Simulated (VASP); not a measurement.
# Ru (P6_3/mmc) in VASP: notebook

The runs below take Ru through single point, with LDA.

Program: VASP 6.6.1. These are calculated values, not measurements. Logs are shortened: lines on timing, memory, paths and dates and some standing lists are left out, and cuts for length are marked.

### 1 The cell of the first run

Symmetry: P6_3/mmc, No. 194, hexagonal system. The conventional cell has a = 2.664 Å, b = 2.664 Å, c = 8.554 Å, α = 90.00°, β = 90.00°, γ = 120.00°. Within 3.5 Å of Ru (site symmetry -3m) lie 12 Ru at 2.63 to 2.66 Å. Ru (site symmetry -6m2) has 12 Ru at 2.63 to 2.66 Å within 3.5 Å.

### 2 Single point, LDA

Contents of INCAR:

```
  ALGO = Normal
  EDIFF = 1E-6
  ENCUT = 520
  GGA = CA
  ISIF = 2
  ISMEAR = -1
  LASPH = True
  LCHARG = False
  LREAL = False
  LWAVE = False
  NBANDS = 36
  NELM = 100
  PREC = Accurate
  SIGMA = 0.1
```

Contents of KPOINTS:

```
k-points
0
Gamma
  13 13 4
```

Contents of POSCAR:

```
Ru
1.0
    2.6640328385      0.0000000000      0.0000000000
   -1.3320164193      2.3071201147      0.0000000000
    0.0000000000      0.0000000000      8.5544096839
Ru
4
Direct
    0.0000000000      0.0000000000      1.0000000000
    0.0000000000      0.0000000000      0.5000000000
    0.3333333333      0.6666666667      0.2500000000
    0.6666666667      0.3333333333      0.7500000000
```

Potentials or basis: VASP PAW LDA potentials, release 64 (Ru_pv).

Launch:

```bash
> cat potpaw_LDA.64/Ru_pv/POTCAR > POTCAR
> mpirun -np 1 vasp_std > vasp.out
```

OUTCAR:

```text
EDIFF = 1E-6
   ENCUT = 520
   GGA = CA
   ISIF = 2
   ISMEAR = -1
   LASPH = True
   LREAL = False
   NELM = 100
   PREC = Accurate

 ion  position               nearest neighbor table
   1  0.000  0.000  0.000-   3 2.63   4 2.63   4 2.63   3 2.63   4 2.63   3 2.63
   2  0.000  0.000  0.500-   3 2.63   4 2.63   4 2.63   3 2.63   4 2.63   3 2.63
   3  0.333  0.667  0.250-   1 2.63   2 2.63   1 2.63   2 2.63   1 2.63   2 2.63
   4  0.667  0.333  0.750-   1 2.63   2 2.63   1 2.63   2 2.63   1 2.63   2 2.63

  LATTYP: Found a hexagonal cell.
 ALAT       =     2.6640328385
 C/A-ratio  =     3.2110751640

  Lattice vectors:

 A1 = (   2.6640328385,   0.0000000000,   0.0000000000)
 A2 = (  -1.3320164193,   2.3071201147,   0.0000000000)
 A3 = (   0.0000000000,   0.0000000000,   8.5544096839)

Analysis of symmetry for initial positions (statically):
=====================================================================
 Subroutine PRICEL returns:
 Original cell was already a primitive cell.

 Routine SETGRP: Setting up the symmetry group for a
 hexagonal supercell.

 Subroutine GETGRP returns: Found 24 space group operations
 (whereof 12 operations were pure point group operations)
 out of a pool of 24 trial point group operations.

The static configuration has the point symmetry D_3d.
 The point group associated with its full space group is D_6h.

Analysis of symmetry for dynamics (positions and initial velocities):
=====================================================================
 Subroutine PRICEL returns:
 Original cell was already a primitive cell.

 Routine SETGRP: Setting up the symmetry group for a
 hexagonal supercell.

 Subroutine GETGRP returns: Found 24 space group operations
 (whereof 12 operations were pure point group operations)
 out of a pool of 24 trial point group operations.

The dynamic configuration has the point symmetry D_3d.
 The point group associated with its full space group is D_6h.

 Subroutine INISYM returns: Found 24 space group operations
 (whereof 12 operations are pure point group operations),
 and found     1 'primitive' translations

----------------------------------------------------------------------------------------

                                     Primitive cell

  volume of cell :      52.5775

  direct lattice vectors                    reciprocal lattice vectors
     2.664032838  0.000000000  0.000000000     0.375370748  0.216720403  0.000000000
    -1.332016419  2.307120115  0.000000000     0.000000000  0.433440805  0.000000000
     0.000000000  0.000000000  8.554409684     0.000000000  0.000000000  0.116898773

  length of vectors
     2.664032838  2.664032839  8.554409684     0.433440805  0.433440805  0.116898773

  position of ions in fractional coordinates (direct lattice)
     0.000000000  0.000000000  0.000000000
     0.000000000  0.000000000  0.500000000
     0.333333333  0.666666667  0.250000000
     0.666666667  0.333333333  0.750000000

  ion indices of the primitive-cell ions
   primitive index   ion index
                 1           1
                 2           2
                 3           3
                 4           4

----------------------------------------------------------------------------------------

 KPOINTS: k-points

Automatic generation of k-mesh.
 Grid dimensions read from file:
 generate k-points for:   13   13    4

 Generating k-lattice:

  Cartesian coordinates                     Fractional coordinates (reciprocal lattice)
     0.028874673  0.016670800  0.000000000     0.076923077  0.000000000  0.000000000
     0.000000000  0.033341600  0.000000000     0.000000000  0.076923077  0.000000000
     0.000000000  0.000000000  0.029224693     0.000000000  0.000000000  0.250000000

  Length of vectors
     0.033341600  0.033341600  0.029224693

  Shift w.r.t. Gamma in fractional coordinates (k-lattice)
     0.000000000  0.000000000  0.000000000

 Subroutine IBZKPT returns following result:
 ===========================================

 Found     63 irreducible k-points:

 Following reciprocal coordinates:
            Coordinates               Weight
  0.000000  0.000000  0.000000      1.000000
  0.076923  0.000000  0.000000      6.000000
  0.153846 -0.000000  0.000000      6.000000
  0.230769 -0.000000  0.000000      6.000000
  0.307692 -0.000000  0.000000      6.000000
  0.384615 -0.000000  0.000000      6.000000
[... 16 lines left out ...]
  0.076923  0.000000  0.250000     12.000000
  0.153846 -0.000000  0.250000     12.000000
 [... further k-points ...]
   k-points           NKPTS =     63   k-points in BZ     NKDIM =     63   number of bands    NBANDS=     36
   number of dos      NEDOS =    301   number of ions     NIONS =      4
   total plane-waves  NPLWV =  25600
   dimension x,y,z NGX =    20 NGY =   20 NGZ =   64
   dimension x,y,z NGXF=    40 NGYF=   40 NGZF=  128
   ions per type =               4
   NGX,Y,Z   is equivalent  to a cutoff of  12.48, 12.48, 12.44 a.u.
   NGXF,Y,Z  is equivalent  to a cutoff of  24.96, 24.96, 24.88 a.u.
 SYSTEM =  unknown system
   PREC   = accura    normal or accurate (medium, high low for compatibility)
   ISTART =      0    job   : 0-new  1-cont  2-samecut
   ICHARG =      2    charge: 1-file 2-atom 10-const
   ISPIN  =      1    spin polarized calculation?
   LNONCOLLINEAR =      F non collinear calculations
   LSORBIT =      F    spin-orbit coupling
   LASPH  =      T    aspherical Exc in radial PAW
   ENCUT  =  520.0 eV  38.22 Ry    6.18 a.u.   4.95  4.95 15.91*2*pi/ulx,y,z
   NELM   =    100;   NELMIN=  2; NELMDL= -5     # of ELM steps
   EDIFF  = 0.1E-05   stopping-criterion for ELM
   LREAL  =      F    real-space projection
   EDIFFG = 0.1E-04   stopping-criterion for IOM
   NSW    =      0    number of steps for IOM
   IBRION =     -1    ionic relax: 0-MD 1-quasi-New 2-CG
   NFREE  =      0    steps in history (QN), initial steepest desc. (CG)
   ISIF   =      2    stress and relaxation
   ISYM   =      2    0-nonsym 1-usesym 2-fastsym
   POTIM  = 0.5000    time-step for ionic-motion
   TEBEG  =    0.0;   TEEND  =   0.0 temperature during run
   PSTRESS=    0.0 pullay stress
   NELECT =      56.0000    total number of electrons
   NUPDOWN=      -1.0000    fix difference up-down
   EMIN   =  10.00;   EMAX   =-10.00  energy-range for DOS
   EFERMI =   0.00;   METHOD = LEGACY
   ISMEAR =    -1;   SIGMA  =   0.10  broadening in eV -4-tet -1-fermi 0-gaus
   EFERMI_NEDOS =   21; number of points for ismear=-14 and -15
   IALGO  =     38    algorithm
   IMIX   =      4    mixing-type and parameters
     AMIX     =   0.40;   BMIX     =  1.00
     AMIX_MAG =   1.60;   BMIX_MAG =  1.00
  volume/ion in A,a.u.               =      13.14        88.70
  Fermi-wavevector in a.u.,A,eV,Ry     =   1.671877  3.159389 38.030617  2.795172
  Thomas-Fermi vector in A             =   2.757122
   LORBIT       =      0    0 simple, 1 ext, 2 COOP (PROOUT), +10 PAW based schemes
   GGA     = CA    functional components
   LHFCALC =     F    Hartree Fock is set to
   AEXX    =    0.0000 exact exchange contribution
   IVDW    =     0    specifies the selected vdW correction
   LEPSILON=     F    determine dielectric tensor
   LRPA    =     F    only Hartree local field effects (RPA)
 non-spin polarized calculation
  energy-cutoff  :      520.00
  volume of cell :       52.58
 maximum number of plane-waves:      1444
 NGX is ok and might be reduce to    20
   NGX =  9   NGY =  9   NGZ = 31

 number of electron      56.0000008 magnetization

 Free energy of the ion-electron system (eV)
  ---------------------------------------------------
  ext. energy  EPLUGINS =         0.00000000
  ---------------------------------------------------
  free energy    TOTEN  =       -42.48755297 eV

  energy without entropy =      -42.33717546  energy(sigma->0) =      -42.41236422

 E-fermi :  13.2924     XC(G=0): -14.5787

 val. band max:       13.2869361124   @ k =   0.0769   0.0000   0.0000
 cond. band min:      13.2935426829   @ k =   0.0769   0.0000   0.2500
 fundamental gap:      0.0066065705
 Fermi energy:        13.2923782849

 k-point     1 :       0.0000    0.0000    0.0000
  band No.  band energies     occupation
      1     -30.2436      2.00000
      2     -29.6635      2.00000
      3     -29.6031      2.00000
      4     -29.1922      2.00000
      5     -29.1922      2.00000
      6     -29.1162      2.00000
[... 28 lines left out ...]
     35      14.9318      0.00000
     36      14.9318      0.00000

 k-point     2 :       0.0769    0.0000    0.0000
  band No.  band energies     occupation
      1     -30.2210      2.00000
      2     -29.6705      2.00000
      3     -29.6127      2.00000
      4     -29.2430      2.00000
      5     -29.2089      2.00000
      6     -29.1506      2.00000
[... 28 lines left out ...]
     35      14.9647      0.00000
     36      16.4880      0.00000

 k-point     3 :       0.1538   -0.0000    0.0000
  band No.  band energies     occupation
      1     -30.1560      2.00000
      2     -29.7036      2.00000
      3     -29.6552      2.00000
      4     -29.3790      2.00000
      5     -29.2539      2.00000
      6     -29.2438      2.00000
[... 28 lines left out ...]
     35      15.0557      0.00000
     36      18.3979      0.00000

 k-point     4 :       0.2308   -0.0000    0.0000
  band No.  band energies     occupation
      1     -30.0591      2.00000
      2     -29.7949      2.00000
      3     -29.7554      2.00000
      4     -29.5588      2.00000
      5     -29.4430      2.00000
      6     -29.3150      2.00000
[... 28 lines left out ...]
     35      15.1716      0.00000
     36      20.3342      0.00000

 k-point     5 :       0.3077   -0.0000    0.0000
  band No.  band energies     occupation
      1     -29.9875      2.00000
      2     -29.9449      2.00000
      3     -29.8526      2.00000
      4     -29.7382      2.00000
      5     -29.6589      2.00000
      6     -29.3775      2.00000
[... 655 lines left out ...]
 k-point    22 :       0.0000    0.0000    0.2500
  band No.  band energies     occupation
      1     -30.1984      2.00000
      2     -29.8725      2.00000
      3     -29.3888      2.00000
      4     -29.1856      2.00000
      5     -29.1856      2.00000
      6     -29.1394      2.00000
[... 28 lines left out ...]
     35      14.7905      0.00000
     36      14.7905      0.00000

 k-point    23 :       0.0769    0.0000    0.2500
  band No.  band energies     occupation
      1     -30.1780      2.00000
      2     -29.8682      2.00000
      3     -29.4114      2.00000
      4     -29.2353      2.00000
      5     -29.2020      2.00000
      6     -29.1810      2.00000
[... 28 lines left out ...]
     35      14.8307      0.00000
     36      16.0719      0.00000

 k-point    24 :       0.1538   -0.0000    0.2500
  band No.  band energies     occupation
      1     -30.1201      2.00000
      2     -29.8637      2.00000
      3     -29.4993      2.00000
      4     -29.3649      2.00000
      5     -29.2978      2.00000
      6     -29.2461      2.00000
[... 28 lines left out ...]
     35      15.3679      0.00000
     36      17.7766      0.00000

 [... further k-points ...]
[... 5 lines left out ...]
  --------------------------------------------------------------------------------------
  -------------------------------------------------------------------------------------
  Total        0.3123321      0.3123321      0.3294512     -0.0000000      0.0000000      0.0000000
  in kB        9.5175979      9.5175979     10.0392633     -0.0000000      0.0000000      0.0000000
  external PRESSURE =       9.6914864 kB  Pullay stress =       0.0000000 kB

 VOLUME and BASIS-vectors are now :
 -----------------------------------------------------------------------------
  energy-cutoff  :      520.00
  volume of cell :       52.58
      direct lattice vectors                 reciprocal lattice vectors
     2.664032838  0.000000000  0.000000000     0.375370748  0.216720403  0.000000000
    -1.332016419  2.307120115  0.000000000     0.000000000  0.433440805  0.000000000
     0.000000000  0.000000000  8.554409684     0.000000000  0.000000000  0.116898773

 POSITION                                       TOTAL-FORCE (eV/Angst)
 -----------------------------------------------------------------------------------
      0.00000      0.00000      0.00000         0.000000      0.000000      0.000000
      0.00000      0.00000      4.27720         0.000000      0.000000      0.000000
     -0.00000      1.53808      2.13860        -0.000000      0.000000     -0.000000
      1.33202      0.76904      6.41581         0.000000     -0.000000      0.000000
 -----------------------------------------------------------------------------------
    total drift:                                0.000000     -0.000000      0.000000

  FREE ENERGIE OF THE ION-ELECTRON SYSTEM (eV)
  ---------------------------------------------------
  free  energy   TOTEN  =       -42.4875529670 eV

  energy  without entropy=      -42.3371754637  energy(sigma->0) =      -42.41236422
```

Wall time 57 s (1 thread of AMD EPYC 9R45 (Zen 5), shared host); peak memory 0.17 GiB.

What came out:

```
Free energy            : -42.4876 eV
Pressure               : 1.0 GPa
Band gap on the k mesh : zero (band 28 reaches 14.91 eV, above the bottom of band 29 at 11.89 eV)
```

### 3 Single point, LDA (volume scaled by 0.88)

Contents of INCAR:

```
SYSTEM = Ru
PREC = Accurate
ENCUT = 520
EDIFF = 1E-7
ISMEAR = -1
SIGMA = 0.1
LREAL = .False.
LASPH = .True.
NELM = 60
ALGO = Normal
ISIF = 2
LWAVE = .False.
LCHARG = .False.
GGA = CA
NBANDS = 36
```

Contents of KPOINTS:

```
regular mesh
0
Gamma
  15 15 4
  0 0 0
```

Contents of POSCAR:

```
Ru
1.0
    2.5528999685      0.0000000000      0.0000000000
   -1.2764499842      2.2108762260      0.0000000000
    0.0000000000      0.0000000000      8.1975536849
Ru
4
Direct
    0.0000000000      0.0000000000      1.0000000000
    0.0000000000      0.0000000000      0.5000000000
    0.3333333333      0.6666666667      0.2500000000
    0.6666666667      0.3333333333      0.7500000000
```

Potentials or basis: VASP PAW LDA potentials, release 64 (Ru_pv).

Launch:

```bash
> cat potpaw_LDA.64/Ru_pv/POTCAR > POTCAR
> mpirun -np 1 vasp_std > vasp.out
```

Wall time 72 s (1 thread of AMD EPYC 9R45 (Zen 5), shared host); peak memory 0.18 GiB.

The run converged. Its results:

```yaml
Free_energy: -41.3687 eV
Pressure: 64.1 GPa
Band_gap_on_the_k_mesh: zero (band 28 reaches 17.92 eV, above the bottom of band 29 at 14.24 eV)
```

Stress tensor (GPa, compression positive):
```
62.73  0.00  0.00
 0.00 62.73  0.00
 0.00  0.00 66.90
```

Levels at points of the mesh, in eV from the Fermi level:
| k point | band 24 | band 25 | band 26 | band 27 | band 28 | band 29 | band 30 | band 31 | band 32 | band 33 |
| --- | --- | --- | --- | --- | --- | --- | --- | --- | --- | --- |
| (0.00, 0.00, 0.00) | -2.87 | -2.87 | -2.73 | -2.73 | -1.05 | -1.05 | -0.14 | -0.14 | 0.78 | 0.78 |
| (0.00, 0.00, 0.50) | -3.11 | -3.11 | -3.11 | -0.58 | -0.58 | -0.50 | -0.50 | -0.50 | -0.50 | 1.40 |
